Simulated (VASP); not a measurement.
# CdS (R3m) in VASP: further runs

The runs below take CdS through single point, with PBE.

All numbers are computed with VASP 6.6.1; they aren't measurements. Logs are shortened: lines on timing, memory, paths and dates and some standing lists are left out, and cuts for length are marked.

## 1. The cell of the first run

Symmetry: R3m, No. 160, trigonal system. The conventional cell has a = 4.063 Å, b = 4.063 Å, c = 10.529 Å, α = 90.00°, β = 90.00°, γ = 120.00°. Within 3.3 Å of Cd (site symmetry 3m) lie 4 S at 2.54 to 2.55 Å. S (site symmetry 3m) has 4 Cd at 2.54 to 2.55 Å within 3.3 Å.

## 2. Single point, PBE

The input, INCAR:

```
SYSTEM = CdS
PREC     = Accurate       ! precision mode
ENCUT    = 520            ! plane-wave cutoff, eV
EDIFF    = 1E-6           ! SCF threshold, eV
ISMEAR   = 0              ! smearing method
SIGMA    = 0.02           ! smearing width, eV
LREAL    = .False.        ! projectors in reciprocal space
LASPH    = .True.         ! aspherical terms in the spheres
NELM     = 80             ! most SCF steps
ALGO     = Normal         ! electronic algorithm
ISIF     = 2              ! what is computed and relaxed
LWAVE    = .False.        ! write WAVECAR
LCHARG   = .False.        ! write CHGCAR
GGA      = PE             ! functional
NBANDS   = 16             ! bands
ISYM     = 0
```

The input, KPOINTS:

```
Automatic mesh
0
Gamma
  9 9 10
  0 0 0
```

The input, POSCAR:

```
CdS
1.0
    4.0626003664      0.0000000000     -0.0000041998
   -2.0313001832      3.5183151227      0.0000041998
    2.0312965120     -1.1727695881      3.5097557941
Cd S
1 1
Direct
   -0.0040281220      0.0040281220      0.0120849873
    0.7540281220      0.2459718780      0.7379150127
```

Potentials or basis: VASP PAW PBE potentials, release 64 (Cd, S).

Command:

```console
cat potpaw_PBE.64/Cd/POTCAR potpaw_PBE.64/S/POTCAR > POTCAR
mpirun -np 1 vasp_std > vasp.out
```

OUTCAR:

```text
SYSTEM = CdS
   PREC = Accurate
   ENCUT = 520
   EDIFF = 1E-6
   ISMEAR = 0
   LREAL = .False.
   LASPH = .True.
   NELM = 80
   ISIF = 2
   GGA = PE
   ISYM = 0

 ion  position               nearest neighbor table
   1  0.996  0.004  0.012-   2 2.54   2 2.54   2 2.54   2 2.55
   2  0.754  0.246  0.738-   1 2.54   1 2.54   1 2.54   1 2.55

IMPORTANT INFORMATION: All symmetrisations will be switched off!
NOSYMM: (Re-)initialisation of all symmetry stuff for point group C_1.

----------------------------------------------------------------------------------------

                                     Primitive cell

  volume of cell :      50.1668

  direct lattice vectors                    reciprocal lattice vectors
     4.062600366  0.000000000 -0.000004200     0.246147667  0.142113535 -0.094973122
    -2.031300183  3.518315123  0.000004200     0.000000098  0.284226900  0.094973122
     2.031296512 -1.172769588  3.509755794     0.000000295 -0.000000170  0.284919881

  length of vectors
     4.062600366  4.062600366  4.221367049     0.299674531  0.299674531  0.284919881

  position of ions in fractional coordinates (direct lattice)
     0.995971878  0.004028122  0.012084987
     0.754028122  0.245971878  0.737915013

  ion indices of the primitive-cell ions
   primitive index   ion index
                 1           1
                 2           2

----------------------------------------------------------------------------------------

 KPOINTS: Automatic mesh

Automatic generation of k-mesh.
 Grid dimensions read from file:
 generate k-points for:    9    9   10

 Generating k-lattice:

  Cartesian coordinates                     Fractional coordinates (reciprocal lattice)
     0.027349741  0.015790393 -0.010552569     0.111111111  0.000000000  0.000000000
     0.000000011  0.031580767  0.010552569     0.000000000  0.111111111  0.000000000
     0.000000029 -0.000000017  0.028491988    -0.000000000  0.000000000  0.100000000

  Length of vectors
     0.033297170  0.033297170  0.028491988

  Shift w.r.t. Gamma in fractional coordinates (k-lattice)
     0.000000000  0.000000000  0.000000000

 -----------------------------------------------------------------------------
|                                                                             |
|           W    W    AA    RRRRR   N    N  II  N    N   GGGG   !!!           |
|           W    W   A  A   R    R  NN   N  II  NN   N  G    G  !!!           |
|           W    W  A    A  R    R  N N  N  II  N N  N  G       !!!           |
|           W WW W  AAAAAA  RRRRR   N  N N  II  N  N N  G  GGG   !            |
|           WW  WW  A    A  R   R   N   NN  II  N   NN  G    G                |
|           W    W  A    A  R    R  N    N  II  N    N   GGGG   !!!           |
|                                                                             |
|     Your reciprocal lattice and k-lattice belong to different lattice       |
|     classes:                                                                |
|                                                                             |
|        The reciprocal lattice is rhombohedral (trigonal),                   |
|        whereas your k-lattice is base-centered monoclinic.                  |
|                                                                             |
|     Results are often still useful ...                                      |
|                                                                             |
 -----------------------------------------------------------------------------

 WARNING: IBZKPT: internal override: KBLOWUP is changed to .FALSE.
      ... skipping the blow-up phase ...

 Subroutine IBZKPT returns following result:
 ===========================================

 Found    406 irreducible k-points:

 Following reciprocal coordinates:
            Coordinates               Weight
  0.000000  0.000000  0.000000      1.000000
  0.111111  0.000000  0.000000      2.000000
  0.222222  0.000000  0.000000      2.000000
  0.333333  0.000000  0.000000      2.000000
  0.444444  0.000000  0.000000      2.000000
  0.000000  0.111111 -0.000000      2.000000
[... 16 lines left out ...]
 -0.111111  0.222222 -0.000000      2.000000
 -0.000000  0.333333 -0.000000      2.000000
 [... further k-points ...]
   k-points           NKPTS =    406   k-points in BZ     NKDIM =    406   number of bands    NBANDS=     16
   number of dos      NEDOS =    301   number of ions     NIONS =      2
   total plane-waves  NPLWV =  28800
   dimension x,y,z NGX =    30 NGY =   30 NGZ =   32
   dimension x,y,z NGXF=    60 NGYF=   60 NGZF=   64
   ions per type =               1   1
   NGX,Y,Z   is equivalent  to a cutoff of  12.28, 12.28, 12.60 a.u.
   NGXF,Y,Z  is equivalent  to a cutoff of  24.55, 24.55, 25.20 a.u.
 SYSTEM =  CdS
   PREC   = accura    normal or accurate (medium, high low for compatibility)
   ISTART =      0    job   : 0-new  1-cont  2-samecut
   ICHARG =      2    charge: 1-file 2-atom 10-const
   ISPIN  =      1    spin polarized calculation?
   LNONCOLLINEAR =      F non collinear calculations
   LSORBIT =      F    spin-orbit coupling
   LASPH  =      T    aspherical Exc in radial PAW
   ENCUT  =  520.0 eV  38.22 Ry    6.18 a.u.   7.55  7.55  7.85*2*pi/ulx,y,z
   NELM   =     80;   NELMIN=  2; NELMDL= -5     # of ELM steps
   EDIFF  = 0.1E-05   stopping-criterion for ELM
   LREAL  =      F    real-space projection
   EDIFFG = 0.1E-04   stopping-criterion for IOM
   NSW    =      0    number of steps for IOM
   IBRION =     -1    ionic relax: 0-MD 1-quasi-New 2-CG
   NFREE  =      0    steps in history (QN), initial steepest desc. (CG)
   ISIF   =      2    stress and relaxation
   ISYM   =      0    0-nonsym 1-usesym 2-fastsym
   POTIM  = 0.5000    time-step for ionic-motion
   TEBEG  =    0.0;   TEEND  =   0.0 temperature during run
   PSTRESS=    0.0 pullay stress
   NELECT =      18.0000    total number of electrons
   NUPDOWN=      -1.0000    fix difference up-down
   EMIN   =  10.00;   EMAX   =-10.00  energy-range for DOS
   EFERMI =   0.00;   METHOD = LEGACY
   ISMEAR =     0;   SIGMA  =   0.02  broadening in eV -4-tet -1-fermi 0-gaus
   EFERMI_NEDOS =   21; number of points for ismear=-14 and -15
   IALGO  =     38    algorithm
   IMIX   =      4    mixing-type and parameters
     AMIX     =   0.40;   BMIX     =  1.00
     AMIX_MAG =   1.60;   BMIX_MAG =  1.00
  volume/ion in A,a.u.               =      25.08       169.27
  Fermi-wavevector in a.u.,A,eV,Ry     =   1.163305  2.198328 18.412476  1.353279
  Thomas-Fermi vector in A             =   2.299856
   LORBIT       =      0    0 simple, 1 ext, 2 COOP (PROOUT), +10 PAW based schemes
   GGA     = PE    functional components
   LHFCALC =     F    Hartree Fock is set to
   AEXX    =    0.0000 exact exchange contribution
   IVDW    =     0    specifies the selected vdW correction
   LEPSILON=     F    determine dielectric tensor
   LRPA    =     F    only Hartree local field effects (RPA)
 non-spin polarized calculation
 Gauss-broadening in eV      SIGMA  =   0.02
  energy-cutoff  :      520.00
  volume of cell :       50.17
 maximum number of plane-waves:      1388
 NGX is ok and might be reduce to    30
   NGX = 15   NGY = 15   NGZ = 15

 number of electron      18.0000002 magnetization

 Free energy of the ion-electron system (eV)
  ---------------------------------------------------
  ext. energy  EPLUGINS =         0.00000000
  ---------------------------------------------------
  free energy    TOTEN  =        -6.11442398 eV

  energy without entropy =       -6.11442398  energy(sigma->0) =       -6.11442398

 E-fermi :   1.3950     XC(G=0):  -9.1035

 val. band max:        1.2968138392   @ k =   0.0000   0.0000   0.0000
 cond. band min:       2.3004553603   @ k =   0.0000   0.0000   0.0000
 fundamental gap:      1.0036415211
 Fermi energy:         1.3949547621

 k-point     1 :       0.0000    0.0000    0.0000
  band No.  band energies     occupation
      1     -11.0720      2.00000
      2      -6.4903      2.00000
      3      -6.4527      2.00000
      4      -6.4527      2.00000
      5      -6.0083      2.00000
      6      -6.0083      2.00000
[... 8 lines left out ...]
     15      12.6838      0.00000
     16      12.6839      0.00000

 k-point     2 :       0.1111    0.0000    0.0000
  band No.  band energies     occupation
      1     -11.0218      2.00000
      2      -6.4726      2.00000
      3      -6.4359      2.00000
      4      -6.4106      2.00000
      5      -6.0108      2.00000
      6      -6.0080      2.00000
[... 8 lines left out ...]
     15      12.2191      0.00000
     16      13.1394      0.00000

 k-point     3 :       0.2222    0.0000    0.0000
  band No.  band energies     occupation
      1     -10.8943      2.00000
      2      -6.4276      2.00000
      3      -6.3978      2.00000
      4      -6.2672      2.00000
      5      -6.0117      2.00000
      6      -6.0011      2.00000
[... 8 lines left out ...]
     15      11.9885      0.00000
     16      12.6124      0.00000

 k-point     4 :       0.3333    0.0000    0.0000
  band No.  band energies     occupation
      1     -10.7493      2.00000
      2      -6.3837      2.00000
      3      -6.3650      2.00000
      4      -6.0197      2.00000
      5      -5.9799      2.00000
      6      -5.9738      2.00000
[... 8 lines left out ...]
     15      12.1670      0.00000
     16      12.6503      0.00000
[... 324 lines left out ...]
 k-point    22 :      -0.2222    0.2222   -0.0000
  band No.  band energies     occupation
      1     -10.8424      2.00000
      2      -6.3672      2.00000
      3      -6.3346      2.00000
      4      -6.3082      2.00000
      5      -6.0330      2.00000
      6      -5.9735      2.00000
[... 8 lines left out ...]
     15      12.9964      0.00000
     16      15.3774      0.00000

 k-point    23 :      -0.1111    0.2222   -0.0000
  band No.  band energies     occupation
      1     -10.9068      2.00000
      2      -6.4162      2.00000
      3      -6.3904      2.00000
      4      -6.3148      2.00000
      5      -6.0264      2.00000
      6      -5.9892      2.00000
[... 8 lines left out ...]
     15      12.5227      0.00000
     16      13.8689      0.00000

 k-point    24 :      -0.0000    0.3333   -0.0000
  band No.  band energies     occupation
      1     -10.7493      2.00000
      2      -6.3837      2.00000
      3      -6.3650      2.00000
      4      -6.0197      2.00000
      5      -5.9799      2.00000
      6      -5.9738      2.00000
[... 8 lines left out ...]
     15      12.1670      0.00000
     16      12.6503      0.00000

 [... further k-points ...]

------------------------ aborting loop because EDIFF is reached ----------------------------------------

  FORCE on cell =-STRESS in cart. coord.  units (eV):
  Direction    XX          YY          ZZ          XY          YZ          ZX
  --------------------------------------------------------------------------------------
  -------------------------------------------------------------------------------------
  Total        1.0424215      1.0423907      0.1102807     -0.0000271      0.0000485     -0.0000842
  in kB       33.2918443     33.2908622      3.5220381     -0.0008653      0.0015494     -0.0026875
  external PRESSURE =      23.3682482 kB  Pullay stress =       0.0000000 kB

 VOLUME and BASIS-vectors are now :
 -----------------------------------------------------------------------------
  energy-cutoff  :      520.00
  volume of cell :       50.17
      direct lattice vectors                 reciprocal lattice vectors
     4.062600366  0.000000000 -0.000004200     0.246147667  0.142113535 -0.094973122
    -2.031300183  3.518315123  0.000004200     0.000000098  0.284226900  0.094973122
     2.031296512 -1.172769588  3.509755794     0.000000295 -0.000000170  0.284919881

 POSITION                                       TOTAL-FORCE (eV/Angst)
 -----------------------------------------------------------------------------------
      4.06260     -0.00000      0.04241         0.000145     -0.000084      0.005480
      4.06260      0.00000      2.58990        -0.000145      0.000084     -0.005480
 -----------------------------------------------------------------------------------
    total drift:                                0.000427     -0.000246     -0.000273

  FREE ENERGIE OF THE ION-ELECTRON SYSTEM (eV)
  ---------------------------------------------------
  free  energy   TOTEN  =        -6.1144239792 eV

  energy  without entropy=       -6.1144239792  energy(sigma->0) =       -6.11442398
```

Run time: 1.9 min. Hardware: 1 thread of Intel Xeon 6975P-C (Granite Rapids), shared host; peak memory 0.43 GiB.

What came out:

```
Free energy            : -6.1144 eV
Pressure               : 2.3 GPa
Largest force          : 0.005 eV/Å
Band gap on the k mesh : 1.00 eV, direct
```

Forces on the atoms (eV/Å):
```
Cd   0.000  0.000  0.005
S    0.000  0.000 -0.005
```

Levels at points of the mesh, in eV from the valence-band top:
```tsv
k point	band 7	band 8	band 9	band 10	band 11	band 12
(0.00, 0.00, 0.00)	-0.25	0.00	0.00	1.00	6.10	6.72
(0.00, 0.00, 0.50)	-4.56	-0.68	-0.68	3.27	7.11	7.26
```

## 3. Single point, PBE

This run uses another cell than the first one, of 25.38 Å³/atom, 1.012 times its volume.

The input, INCAR:

```
PREC = Accurate
ENCUT = 520
EDIFF = 1E-7
ISMEAR = 0
SIGMA = 0.02
LREAL = F
LASPH = T
NELM = 100
ALGO = Normal
ISIF = 2
LWAVE = F
LCHARG = F
GGA = PE
NBANDS = 16
ISYM = 0
```

The input, KPOINTS:

```
Automatic mesh
0
Gamma
  9 9 10
```

The input, POSCAR:

```
CdS
1.0
    4.0626003664      0.0000000000      0.0000000000
   -2.0313001832      3.5183151227      0.0000000000
    2.0313001832     -1.1727717076      3.5511891251
Cd S
1 1
Direct
    0.0000000000      0.0000000000      0.0000000000
    0.7500000000      0.2500000000      0.7500000000
```

Potentials or basis: VASP PAW PBE potentials, release 64 (Cd, S).

Command:

```console
cat potpaw_PBE.64/Cd/POTCAR potpaw_PBE.64/S/POTCAR > POTCAR
mpirun -np 1 vasp_std > vasp.out
```

Run time: 2.1 min. Hardware: 1 thread of Intel Xeon 6975P-C (Granite Rapids), shared host; peak memory 0.43 GiB.

It converged, with:

```
Free energy            : -6.0923 eV
Pressure               : 2.2 GPa
Largest force          : 0.395 eV/Å
Band gap on the k mesh : 1.01 eV, direct
```

Forces in eV/Å, atoms in the order of the input:
```
Cd   0.000  0.000  0.395
S    0.000  0.000 -0.395
```

Stress tensor (GPa, compression positive):
```
 4.27  0.00  0.00
 0.00  4.27  0.00
 0.00  0.00 -2.02
```

Levels at points of the mesh, in eV from the valence-band top:
```csv
k point,band 7,band 8,band 9,band 10,band 11,band 12
"(0.00, 0.00, 0.00)",-0.25,0.00,0.00,1.01,5.98,6.78
"(0.00, 0.00, 0.50)",-4.31,-0.58,-0.58,3.18,6.96,7.22
```

PBE gaps usually lie below the measured ones, often by a third to a half.
